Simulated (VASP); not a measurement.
MoS2: single point with PBE+D3(BJ)

Crystal: MoS2.

```xyz
3
Lattice="1.5671 0.9048 5.9550 -1.5671 0.9048 5.9550 0.0000 -1.8095 5.9550" Properties=species:S:1:pos:R:3 pbc="T T T"
Mo    0.0000    0.0000    0.0000
S     0.0000   -0.0675   13.5125
S     0.0000    0.0675    4.3524
```

This cell differs from its parent crystal: mode 7 frozen in at -0.068 Å, normal strain along y +0.0000.

```
Program                : VASP 6.6.1
Task                   : single point
Functional             : PBE
Dispersion             : D3(BJ)
Potentials or basis    : VASP PAW PBE potentials, release 64 (Mo_sv, S)
Cutoff                 : 520 eV
k mesh                 : 15 × 15 × 15
Occupations            : gaussian, width 0.15 eV
Spin                   : no spin polarisation
Dipole correction      : no
Further INCAR settings : ALGO = Normal; EDIFF = 1e-06; NBANDS = 20
```

- Pressure: 0.2 GPa
- Largest force: 0.528 eV/Å
- Band gap on the k mesh: zero (band 13 reaches 8.66 eV, above the bottom of band 14 at 8.13 eV)
- Dispersion energy per atom: -0.450 eV

Forces on the atoms (eV/Å):
```
Mo   0.000  0.000  0.000
S    0.000  0.527  0.028
S    0.000 -0.527 -0.028
```

Stress tensor (GPa, compression positive):
```
 2.21  0.00  0.00
 0.00 -1.95  5.00
 0.00  5.00  0.33
```

Levels at points of the mesh, in eV from the Fermi level:
```csv
k point,band 9,band 10,band 11,band 12,band 13,band 14,band 15,band 16,band 17,band 18
"(0.00, 0.00, 0.00)",-3.65,-1.58,-1.42,-0.92,-0.68,0.04,0.06,3.00,3.30,6.35
```

It took 56 min on 1 thread of Intel(R) Xeon(R) Platinum 8488C (Sapphire Rapids), on a shared host, peak memory 0.97 GiB.

Caveat: the cell differs from its parent crystal (mode 7 frozen in at -0.068 Å, normal strain along y +0.0000); pairwise dispersion overbinds metals, which lowers pressure and volume.
